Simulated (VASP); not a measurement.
# Si4O (P4/m) in VASP: a series of runs, part 2 of 2

VASP 6.6.1. Earlier steps stand in the parts before.

## (4) Single point, PBE

This run uses another cell than the first one, of 13.49 Å³/atom.

Input file INCAR:

```
PREC = Accurate
ENCUT = 520
EDIFF = 1E-7
ISMEAR = 0
SIGMA = 0.1
LREAL = False
LASPH = True
NELM = 60
ALGO = Normal
ISIF = 2
LWAVE = False
LCHARG = False
GGA = PE
NBANDS = 19
```

Input file KPOINTS:

```
regular mesh
0
Gamma
  8 8 14
```

Input file POSCAR:

```
Si4O
1.0
    5.1463021468      0.0000000000      0.0000000000
    0.0000000000      5.1463021468      0.0000000000
    0.0000000000      0.0000000000      2.5473045783
Si O
4 1
Direct
    0.6850789544      0.8489326379      0.5000000000
    0.3149210456      0.1510673621      0.5000000000
    0.1510673621      0.6850789544      0.5000000000
    0.8489326379      0.3149210456      0.5000000000
    0.5000000000      0.5000000000      0.0000000000
```

Potentials or basis: VASP PAW PBE potentials, release 64 (Si, O).

The run is started by

```bash
$ cat potpaw_PBE.64/Si/POTCAR potpaw_PBE.64/O/POTCAR > POTCAR
$ mpirun -np 1 vasp_std > vasp.out
```

OUTCAR:

```text
PREC = Accurate
   ENCUT = 520
   EDIFF = 1E-7
   ISMEAR = 0
   LREAL = False
   LASPH = True
   NELM = 60
   ISIF = 2
   GGA = PE

 ion  position               nearest neighbor table
   1  0.685  0.849  0.500-   5 2.40   5 2.40   2 2.46   3 2.54   4 2.54   4 2.87   3 2.87
   2  0.315  0.151  0.500-   5 2.40   5 2.40   1 2.46   3 2.54   4 2.54   3 2.87   4 2.87
   3  0.151  0.685  0.500-   5 2.40   5 2.40   4 2.46   2 2.54   1 2.54   1 2.87   2 2.87
   4  0.849  0.315  0.500-   5 2.40   5 2.40   3 2.46   2 2.54   1 2.54   1 2.87   2 2.87
   5  0.500  0.500  0.000-   1 2.40   2 2.40   3 2.40   4 2.40   1 2.40   2 2.40   3 2.40   4 2.40

  LATTYP: Found a simple tetragonal cell.
 ALAT       =     5.1463021468
 C/A-ratio  =     0.4949776569

  Lattice vectors:

 A1 = (   5.1463021468,   0.0000000000,   0.0000000000)
 A2 = (   0.0000000000,   5.1463021468,   0.0000000000)
 A3 = (   0.0000000000,   0.0000000000,   2.5473045783)

Analysis of symmetry for initial positions (statically):
=====================================================================
 Subroutine PRICEL returns:
 Original cell was already a primitive cell.

 Routine SETGRP: Setting up the symmetry group for a
 simple tetragonal supercell.

 Subroutine GETGRP returns: Found  8 space group operations
 (whereof  8 operations were pure point group operations)
 out of a pool of 16 trial point group operations.

The static configuration has the point symmetry C_4h.

Analysis of symmetry for dynamics (positions and initial velocities):
=====================================================================
 Subroutine PRICEL returns:
 Original cell was already a primitive cell.

 Routine SETGRP: Setting up the symmetry group for a
 simple tetragonal supercell.

 Subroutine GETGRP returns: Found  8 space group operations
 (whereof  8 operations were pure point group operations)
 out of a pool of 16 trial point group operations.

The dynamic configuration has the point symmetry C_4h.

 Subroutine INISYM returns: Found  8 space group operations
 (whereof  8 operations are pure point group operations),
[... 126 lines left out ...]
   LORBIT       =      0    0 simple, 1 ext, 2 COOP (PROOUT), +10 PAW based schemes
   GGA     = PE    functional components
   LHFCALC =     F    Hartree Fock is set to
   AEXX    =    0.0000 exact exchange contribution
   IVDW    =     0    specifies the selected vdW correction
   LEPSILON=     F    determine dielectric tensor
   LRPA    =     F    only Hartree local field effects (RPA)
 non-spin polarized calculation
 Gauss-broadening in eV      SIGMA  =   0.10
  energy-cutoff  :      520.00
  volume of cell :       67.46
 maximum number of plane-waves:      1861
 NGX is ok and might be reduce to    40
   NGX = 19   NGY = 19   NGZ =  9

 number of electron      22.0000006 magnetization

 Free energy of the ion-electron system (eV)
  ---------------------------------------------------
  ext. energy  EPLUGINS =         0.00000000
  ---------------------------------------------------
  free energy    TOTEN  =       -25.37601475 eV

  energy without entropy =      -25.37085711  energy(sigma->0) =      -25.37343593

 E-fermi :   8.9021     XC(G=0): -11.0902

 val. band max:        8.8961550189   @ k =   0.3750   0.3750   0.4286
 cond. band min:       8.9096551279   @ k =   0.3750   0.2500   0.5000
 fundamental gap:      0.0135001091
 Fermi energy:         8.9021095835

 k-point     1 :       0.0000    0.0000    0.0000
  band No.  band energies     occupation
      1     -10.5762      2.00000
      2      -3.5314      2.00000
      3      -0.4488      2.00000
      4      -0.4488      2.00000
      5       0.0441      2.00000
      6       4.0865      2.00000
[... 505 lines left out ...]
      6       2.6822      2.00000
[... 11 lines left out ...]
     18      17.6162      0.00000
     19      17.7700      0.00000

 [... further k-points ...]

------------------------ aborting loop because EDIFF is reached ----------------------------------------

  FORCE on cell =-STRESS in cart. coord.  units (eV):
  Direction    XX          YY          ZZ          XY          YZ          ZX
  --------------------------------------------------------------------------------------
  -------------------------------------------------------------------------------------
  Total       -0.0187753     -0.0187753     -0.0335245      0.0000000      0.0000000      0.0000000
  in kB       -0.4458890     -0.4458890     -0.7961623      0.0000003      0.0000000      0.0000000
  external PRESSURE =      -0.5626468 kB  Pullay stress =       0.0000000 kB

 VOLUME and BASIS-vectors are now :
 -----------------------------------------------------------------------------
  energy-cutoff  :      520.00
  volume of cell :       67.46
      direct lattice vectors                 reciprocal lattice vectors
     5.146302147  0.000000000  0.000000000     0.194314281  0.000000000  0.000000000
     0.000000000  5.146302147  0.000000000     0.000000000  0.194314281  0.000000000
     0.000000000  0.000000000  2.547304578     0.000000000  0.000000000  0.392571822

 POSITION                                       TOTAL-FORCE (eV/Angst)
 -----------------------------------------------------------------------------------
      3.52562      4.36886      1.27365        -0.001461      0.004638      0.000000
      1.62068      0.77744      1.27365         0.001461     -0.004638     -0.000000
      0.77744      3.52562      1.27365        -0.004638     -0.001461      0.000000
      4.36886      1.62068      1.27365         0.004638      0.001461     -0.000000
      2.57315      2.57315      0.00000         0.000000      0.000000      0.000000
 -----------------------------------------------------------------------------------
    total drift:                                0.000000      0.000000     -0.000000

  FREE ENERGIE OF THE ION-ELECTRON SYSTEM (eV)
  ---------------------------------------------------
  free  energy   TOTEN  =       -25.3760147516 eV

  energy  without entropy=      -25.3708571109  energy(sigma->0) =      -25.37343593
```

Run time: 73 s. Hardware: 1 thread of Intel Xeon 6975P-C (Granite Rapids), shared host; peak memory 0.27 GiB.

Results:

```yaml
Free_energy: -25.3760 eV
Pressure: -0.1 GPa
Largest_force: 0.005 eV/Å
Band_gap_on_the_k_mesh: zero (bands 11 and 12 overlap by 3.37 eV)
```

Forces on the atoms (eV/Å):
```
Si  -0.001  0.005  0.000
Si   0.001 -0.005  0.000
Si  -0.005 -0.001  0.000
Si   0.005  0.001  0.000
O    0.000  0.000  0.000
```

## (5) Single point, PBE

This run uses another cell than the first one, of 13.49 Å³/atom.

Input file INCAR:

```
SYSTEM = Si4O
PREC = Accurate
ENCUT = 520
EDIFF = 1E-6
ISMEAR = 0
SIGMA = 0.1
LREAL = .FALSE.
LASPH = .TRUE.
NELM = 80
ALGO = Normal
ISIF = 2
LWAVE = .FALSE.
LCHARG = .FALSE.
GGA = PE
NBANDS = 19
```

Input file KPOINTS:

```
regular mesh
0
G
  8 8 14
  0 0 0
```

POSCAR is that of step 4.

The run is started by

```bash
$ cat potpaw_PBE.64/Si/POTCAR potpaw_PBE.64/O/POTCAR > POTCAR
$ mpirun -np 1 vasp_std > vasp.out
```

Run time: 72 s. Hardware: 1 thread of Intel Xeon 6975P-C (Granite Rapids), shared host; peak memory 0.27 GiB.

It converged, with:

| Property | Result |
| --- | --- |
| Free energy | -25.3760 eV |
| Pressure | 0.0 GPa |
| Largest force | 0.005 eV/Å |
| Band gap on the k mesh | zero (bands 11 and 12 overlap by 3.37 eV) |

Forces on the atoms (eV/Å):
```
Si  -0.001  0.005  0.000
Si   0.001 -0.005  0.000
Si  -0.005 -0.001  0.000
Si   0.005  0.001  0.000
O    0.000  0.000  0.000
```

Levels at points of the mesh, in eV from the Fermi level:
| k point | band 7 | band 8 | band 9 | band 10 | band 11 | band 12 | band 13 | band 14 | band 15 | band 16 |
| --- | --- | --- | --- | --- | --- | --- | --- | --- | --- | --- |
| (0.00, 0.00, 0.00) | -4.82 | -4.06 | -3.54 | -1.86 | 1.43 | 1.43 | 2.03 | 6.57 | 7.07 | 7.65 |
| (0.50, 0.00, 0.00) | -4.56 | -3.52 | -1.86 | -0.77 | 0.45 | 1.56 | 2.73 | 4.26 | 5.72 | 6.11 |
| (0.50, 0.50, 0.00) | -4.60 | -1.85 | -1.09 | -1.09 | -0.94 | -0.61 | 1.92 | 4.35 | 4.35 | 5.47 |
| (0.00, 0.00, 0.50) | -4.72 | -3.75 | -3.75 | -2.55 | -0.52 | -0.52 | -0.13 | 1.31 | 1.31 | 1.62 |
| (0.50, 0.00, 0.50) | -4.44 | -2.74 | -2.70 | -2.48 | -1.97 | -1.94 | 0.27 | 1.33 | 2.81 | 3.86 |
| (0.50, 0.50, 0.50) | -6.17 | -4.17 | -1.63 | -1.63 | -0.89 | 0.12 | 2.58 | 2.58 | 3.78 | 3.82 |

## (6) Relaxation of cell and atoms, PBE

Input file INCAR:

```
SYSTEM = Si4O
PREC = Accurate ; ENCUT = 600
EDIFF = 1E-6 ; ISMEAR = 0
SIGMA = 0.1 ; LREAL = .FALSE.
LASPH = .TRUE. ; NELM = 80
ALGO = Normal ; ISIF = 3
LWAVE = .FALSE. ; LCHARG = .FALSE.
GGA = PE ; IBRION = 2
NSW = 100 ; EDIFFG = -0.01
```

Input file KPOINTS:

```
Automatic mesh
0
G
  8 8 14
  0 0 0
```

Input file POSCAR:

```
Si4O
1.0
    5.1306888932      0.0000000000      0.0000000000
    0.0000000000      5.1306888932      0.0000000000
    0.0000000000      0.0000000000      2.5765546871
Si O
4 1
Direct
    0.6824766370      0.8503523971      0.5000000000
    0.3175233630      0.1496476029      0.5000000000
    0.1496476029      0.6824766370      0.5000000000
    0.8503523971      0.3175233630      0.5000000000
    0.5000000000      0.5000000000      0.0000000000
```

Potentials or basis: VASP PAW PBE potentials, release 64 (Si, O).

The run is started by

```bash
$ cat potpaw_PBE.64/Si/POTCAR potpaw_PBE.64/O/POTCAR > POTCAR
$ mpirun -np 1 vasp_std > vasp.out
```

Wall time 5 min (1 thread of Intel Xeon 6975P-C (Granite Rapids), shared host); peak memory 0.3 GiB.

The run converged. Its results:

- Free energy: -25.3780 eV
- Relaxed volume: 13.48 Å³/atom
- Relaxed cell: a = 5.144 Å, b = 5.144 Å, c = 2.546 Å, α = 90.00°, β = 90.00°, γ = 90.00°
- Space group after relaxing (to 0.1 Å): P4/m (No. 83)
- Energy gained by relaxing: 2.6 meV/atom
- Ionic steps: 6
- Pressure after relaxing: 0.0 GPa
- Largest force after relaxing: 0.003 eV/Å
- Band gap on the k mesh: zero (bands 11 and 12 overlap by 3.37 eV)

Forces on the atoms (eV/Å):
```
Si  -0.002 -0.002  0.000
Si   0.002  0.002  0.000
Si   0.002 -0.002  0.000
Si  -0.002  0.002  0.000
O    0.000  0.000  0.000
```

Step by step:
| step | energy change (eV) | largest force (eV/Å) | pressure (GPa) | volume (Å³) |
| --- | --- | --- | --- | --- |
| 1 | 0.0000 | 0.1704 | -0.43 | 67.83 |
| 2 | -0.0117 | 0.0732 | -0.03 | 67.46 |
| 3 | -0.0122 | 0.0512 | 0.09 | 67.38 |
| 4 | -0.0127 | 0.0206 | -0.05 | 67.45 |
| 5 | -0.0128 | 0.0084 | -0.11 | 67.48 |
| 6 | -0.0128 | 0.0030 | 0.05 | 67.38 |

Final structure:
```yaml
crystal:
  lattice:
    - [5.14429, 0.00000, 0.00000]
    - [0.00000, 5.14429, 0.00000]
    - [0.00000, 0.00000, 2.54630]
  atoms:
    - { symbol: Si, position: [0.68511, 0.84911, 0.50000] }
    - { symbol: Si, position: [0.31489, 0.15089, 0.50000] }
    - { symbol: Si, position: [0.15089, 0.68511, 0.50000] }
    - { symbol: Si, position: [0.84911, 0.31489, 0.50000] }
    - { symbol: O, position: [0.50000, 0.50000, 0.00000] }
```

Levels at points of the mesh, in eV from the Fermi level:
```csv
k point,band 7,band 8,band 9,band 10,band 11,band 12,band 13,band 14,band 15
"(0.00, 0.00, 0.00)",-4.82,-4.07,-3.54,-1.86,1.44,1.44,2.04,6.57,7.07
"(0.50, 0.00, 0.00)",-4.56,-3.52,-1.85,-0.76,0.45,1.56,2.74,4.27,5.73
"(0.50, 0.50, 0.00)",-4.61,-1.84,-1.10,-1.10,-0.95,-0.61,1.92,4.35,4.35
"(0.00, 0.00, 0.50)",-4.72,-3.75,-3.75,-2.56,-0.52,-0.52,-0.13,1.32,1.32
"(0.50, 0.00, 0.50)",-4.45,-2.74,-2.71,-2.49,-1.97,-1.93,0.26,1.33,2.82
"(0.50, 0.50, 0.50)",-6.18,-4.18,-1.64,-1.64,-0.89,0.12,2.58,2.58,3.79
```

## (7) Summary

| task | spin | cell | k mesh | cutoff (eV) | gap on the mesh (eV) | pressure (GPa) | largest force (eV/Å) |
| --- | --- | --- | --- | --- | --- | --- | --- |
| single point | off | a = 5.131, b = 5.131, c = 2.577 Å, 5 atoms, atomic positions A | 4 × 4 × 6 | 520 | none | -0.2 | 0.01 |
| single point | collinear, ferromagnetic start | a = 5.131, b = 5.131, c = 2.577 Å, 5 atoms, atomic positions A | 4 × 4 × 6 | 520 | none | -0.2 | 0.01 |
| single point | off | a = 5.146, b = 5.146, c = 2.547 Å, 5 atoms, atomic positions B | 8 × 8 × 14 | 520 | none | 0.0 | - |
| relaxation of cell and atoms | off | relaxed from a = 5.131, b = 5.131, c = 2.577 Å, 5 atoms, atomic positions A | 8 × 8 × 14 | 600 | none | 0.0 | - |

Alike in all rows: level PBE; potentials or basis VASP PAW PBE potentials, release 64 (Si, O); smearing gaussian 0.1 eV.

Caveats: some runs use coarse meshes.

Total energies depend on the potentials used, so only differences within one code and one set of settings carry meaning.

The gap in the log of VASP goes by the Fermi energy; the results here count the filled bands.